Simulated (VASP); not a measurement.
Runs of VASP 6.6.1 on NaCl. The structure is that of space group Fm-3m (No. 225), or close to it. The cells are those of the table. 

```tsv
task	cell	cutoff (eV)	gap on the mesh (eV)	pressure (GPa)
single point	a = 4.043 Å, angles 60.0°, 2 atoms	520	(b)	-1.6
single point	a = 4.005 Å, angles 60.0°, 2 atoms	520	5.87	-1.0
single point	a = 3.884 Å, angles 60.0°, 2 atoms	520	6.27	1.7
single point	a = 3.965 Å, angles 60.0°, 2 atoms	520	5.99	(a)
relaxation of cell and atoms	relaxed from a = 3.974 Å, angles 60.0°, 2 atoms	600	6.02	0.0
single point	a = 3.925 Å, angles 60.0°, 2 atoms	520	6.12	0.7
```

Alike in all rows: level r2SCAN; potentials or basis VASP PAW PBE potentials, release 64 (Na_pv, Cl); no spin polarisation; k mesh 8 × 8 × 8; smearing gaussian 0.02 eV.

Fill in the values left out.

(a) -0.2; (b) 5.76.

Caveats: the PAW data sets were made with another functional, which shifts forces and pressure a little.

A k mesh can miss the band edges.
